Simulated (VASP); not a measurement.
# Re (P6/mmm) in VASP: notebook, part 2 of 2

VASP 6.6.1.

## Step 3: Single point, BLYP (volume scaled by 0.88)

Input file INCAR:

```
SYSTEM = Re
AGGAC = 1.0
AGGAX = 1.0
ALDAC = 0.0
ALDAX = 1.0
ALGO = Normal
EDIFF = 1E-6
ENCUT = 520
GGA = B5
ISIF = 2
ISMEAR = -1
LASPH = .True.
LCHARG = .True.
LELF = .True.
LREAL = .False.
LVHAR = .True.
LWAVE = .False.
NBANDS = 18
NELM = 100
PREC = Accurate
SIGMA = 0.1
```

Input file KPOINTS:

```
k-points
0
Gamma
  9 9 13
  0 0 0
```

Input file POSCAR:

```
Re
1.0
    4.2474214880      0.0000000000      0.0000000000
   -2.1237107440      3.6783749092      0.0000000000
    0.0000000000      0.0000000000      2.6710713052
Re
3
Direct
    1.0000000000      1.0000000000      1.0000000000
    0.3333333333      0.6666666667      0.5000000000
    0.6666666667      0.3333333333      0.5000000000
```

Potentials or basis: VASP PAW PBE potentials, release 64 (Re).

On the command line:

```sh
cat potpaw_PBE.64/Re/POTCAR > POTCAR
mpirun -np 1 vasp_std > vasp.out
```

OUTCAR:

```text
SYSTEM = Re
   EDIFF = 1E-6
   ENCUT = 520
   GGA = B5
   ISIF = 2
   ISMEAR = -1
   LASPH = .True.
   LREAL = .False.
   NELM = 100
   PREC = Accurate

 ion  position               nearest neighbor table
   1  0.000  0.000  0.000-   2 2.79   3 2.79   2 2.79   3 2.79   3 2.79   3 2.79   2 2.79   2 2.79
                             3 2.79   3 2.79   2 2.79   2 2.79
   2  0.333  0.667  0.500-   3 2.45   3 2.45   3 2.45   1 2.79   1 2.79   1 2.79   1 2.79   1 2.79
                             1 2.79
   3  0.667  0.333  0.500-   2 2.45   2 2.45   2 2.45   1 2.79   1 2.79   1 2.79   1 2.79   1 2.79
                             1 2.79

  LATTYP: Found a hexagonal cell.
[... 702 lines left out ...]
  --------------------------------------------------------------------------------------
  -------------------------------------------------------------------------------------
  Total       15.0395580     15.0395580     13.3559869      0.0000000      0.0000000      0.0000000
  in kB      577.4027161    577.4027161    512.7666067      0.0000000      0.0000000      0.0000000
  external PRESSURE =     555.8573463 kB  Pullay stress =       0.0000000 kB

 VOLUME and BASIS-vectors are now :
 -----------------------------------------------------------------------------
  energy-cutoff  :      520.00
  volume of cell :       41.73
      direct lattice vectors                 reciprocal lattice vectors
     4.247421488  0.000000000  0.000000000     0.235436959  0.135929592  0.000000000
    -2.123710744  3.678374909  0.000000000     0.000000000  0.271859184  0.000000000
     0.000000000  0.000000000  2.671071305     0.000000000  0.000000000  0.374381619

 POSITION                                       TOTAL-FORCE (eV/Angst)
 -----------------------------------------------------------------------------------
      0.00000      0.00000      0.00000        -0.000000      0.000000      0.000000
     -0.00000      2.45225      1.33554        -0.000000      0.000000      0.000000
      2.12371      1.22612      1.33554         0.000000     -0.000000     -0.000000
 -----------------------------------------------------------------------------------
    total drift:                               -0.000000      0.000000      0.000000

  FREE ENERGIE OF THE ION-ELECTRON SYSTEM (eV)
  ---------------------------------------------------
  free  energy   TOTEN  =       -31.0149307960 eV

  energy  without entropy=      -30.9501811178  energy(sigma->0) =      -30.98255596
```

OSZICAR:

```text
N       E                     dE             d eps       ncg     rms          rms(c)
DAV:   1     0.814542902028E+02    0.81454E+02   -0.97866E+03  5838   0.141E+03
DAV:   2    -0.244459113816E+02   -0.10590E+03   -0.96972E+02  5570   0.415E+02
DAV:   3    -0.321797485996E+02   -0.77338E+01   -0.65798E+01  4892   0.222E+02
DAV:   4    -0.326033020983E+02   -0.42355E+00   -0.40683E+00  5074   0.351E+01
DAV:   5    -0.326205095375E+02   -0.17207E-01   -0.17052E-01  5058   0.611E+00    0.710E+01
DAV:   6    -0.314725006021E+02    0.11480E+01   -0.11139E+00  5854   0.268E+01    0.334E+01
DAV:   7    -0.312093083668E+02    0.26319E+00   -0.18109E+00  5944   0.327E+01    0.445E+00
DAV:   8    -0.310213953156E+02    0.18791E+00   -0.78825E-01  5840   0.203E+01    0.124E+00
DAV:   9    -0.310149603052E+02    0.64350E-02   -0.24487E-02  5124   0.194E+00    0.287E-01
DAV:  10    -0.310149275852E+02    0.32720E-04   -0.10390E-03  5700   0.617E-01    0.109E-01
DAV:  11    -0.310149280571E+02   -0.47192E-06   -0.13163E-04  4928   0.998E-02    0.317E-02
DAV:  12    -0.310149305292E+02   -0.24721E-05   -0.68944E-06  3282   0.658E-02    0.166E-02
DAV:  13    -0.310149307960E+02   -0.26688E-06   -0.91215E-07  2004   0.268E-02
   1 F= -.31014931E+02 E0= -.30982556E+02  d E =-.647497E-01
```

It took 37 s on 1 thread of Intel Xeon Platinum 8559C (Emerald Rapids), shared host; peak memory 0.18 GiB.

Results:

```
Free energy : -31.0149 eV
Pressure    : 55.6 GPa
```

Levels at points of the mesh, in eV from the Fermi level:
```csv
k point,band 7,band 8,band 9,band 10,band 11,band 12,band 13,band 14,band 15,band 16
"(0.00, 0.00, 0.00)",-2.95,-2.11,-0.96,-0.96,-0.11,-0.11,-0.04,-0.04,4.75,4.75
```

Caveat: the PAW data sets were made with another functional, which shifts forces and pressure a little; spin-orbit coupling is left out, which moves the levels of the heavy elements.

## Step 4: Single point, BLYP (volume scaled by 0.92)

Changes to INCAR since step 3:

```diff
@@ -12,9 +12,7 @@
 LASPH = .True.
-LCHARG = .True.
-LELF = .True.
+LCHARG = .False.
 LREAL = .False.
-LVHAR = .True.
 LWAVE = .False.
 NBANDS = 18
-NELM = 100
+NELM = 80
 PREC = Accurate
```

KPOINTS is that of step 3.

Input file POSCAR:

```
Re
1.0
    4.3108251862      0.0000000000      0.0000000000
   -2.1554125931      3.7332841225      0.0000000000
    0.0000000000      0.0000000000      2.7109439195
Re
3
Direct
    1.0000000000      1.0000000000      1.0000000000
    0.3333333333      0.6666666667      0.5000000000
    0.6666666667      0.3333333333      0.5000000000
```

On the command line:

```sh
cat potpaw_PBE.64/Re/POTCAR > POTCAR
mpirun -np 1 vasp_std > vasp.out
```

It took 38 s on 1 thread of Intel Xeon Platinum 8559C (Emerald Rapids), shared host; peak memory 0.19 GiB.

The run converged. Its results:

| Property | Result |
| --- | --- |
| Free energy | -31.5381 eV |
| Pressure | 33.4 GPa |

Stress tensor (GPa, compression positive):
```
34.71  0.00  0.00
 0.00 34.71  0.00
 0.00  0.00 30.75
```

Levels at points of the mesh, in eV from the Fermi level:
```tsv
k point	band 9	band 10	band 11	band 12	band 13	band 14
(0.00, 0.00, 0.00)	-0.89	-0.89	-0.07	-0.07	-0.01	-0.01
```

Caveat: the PAW data sets were made with another functional, which shifts forces and pressure a little; spin-orbit coupling is left out, which moves the levels of the heavy elements.

## Step 5: Single point, BLYP (volume scaled by 0.96)

Input file INCAR:

```
AGGAC = 1.0
AGGAX = 1.0
ALDAC = 0.0
ALDAX = 1.0
ALGO = Normal
EDIFF = 1E-6
ENCUT = 520
GGA = B5
ISIF = 2
ISMEAR = -1
LASPH = True
LCHARG = False
LREAL = False
LWAVE = False
NBANDS = 18
NELM = 60
PREC = Accurate
SIGMA = 0.1
```

Input file KPOINTS:

```
k-points
0
Gamma
  9 9 13
```

Input file POSCAR:

```
Re
1.0
    4.3724167245      0.0000000000      0.0000000000
   -2.1862083622      3.7866239593      0.0000000000
    0.0000000000      0.0000000000      2.7496769228
Re
3
Direct
    1.0000000000      1.0000000000      1.0000000000
    0.3333333333      0.6666666667      0.5000000000
    0.6666666667      0.3333333333      0.5000000000
```

On the command line:

```sh
cat potpaw_PBE.64/Re/POTCAR > POTCAR
mpirun -np 1 vasp_std > vasp.out
```

Wall time 43 s (1 thread of Intel Xeon Platinum 8559C (Emerald Rapids), shared host); peak memory 0.2 GiB.

The run converged. Its results:

- Free energy: -31.8255 eV
- Pressure: 15.6 GPa

Stress tensor (GPa, compression positive):
```
16.21  0.00  0.00
 0.00 16.21  0.00
 0.00  0.00 14.38
```

Levels at points of the mesh, in eV from the Fermi level:
```csv
k point,band 7,band 8,band 9,band 10,band 11,band 12,band 13,band 14,band 15,band 16
"(0.00, 0.00, 0.00)",-2.69,-1.88,-0.83,-0.83,-0.05,-0.05,0.01,0.01,4.16,4.16
```

Caveat: the PAW data sets were made with another functional, which shifts forces and pressure a little; spin-orbit coupling is left out, which moves the levels of the heavy elements.

## Step 6: The runs side by side

| cell | k mesh | gap on the mesh (eV) | pressure (GPa) |
| --- | --- | --- | --- |
| a = 4.432, b = 4.432, c = 2.787 Å, angles 90.0, 90.0, 120.0°, 3 atoms | 8 × 8 × 12 | none | 1.4 |
| a = 4.247, b = 4.247, c = 2.671 Å, angles 90.0, 90.0, 120.0°, 3 atoms | 9 × 9 × 13 | none | 55.6 |
| a = 4.311, b = 4.311, c = 2.711 Å, angles 90.0, 90.0, 120.0°, 3 atoms | 9 × 9 × 13 | none | 33.4 |
| a = 4.372, b = 4.372, c = 2.750 Å, angles 90.0, 90.0, 120.0°, 3 atoms | 9 × 9 × 13 | none | 15.6 |

Alike in all rows: task single point; level BLYP; potentials or basis VASP PAW PBE potentials, release 64 (Re); no spin polarisation; cutoff (eV) 520; smearing fermi-dirac 0.1 eV.

Caveats: the PAW data sets were made with another functional, which shifts forces and pressure a little; spin-orbit coupling is left out, which moves the levels of the heavy elements.

Total energies depend on the potentials used, so only differences within one code and one set of settings carry meaning.
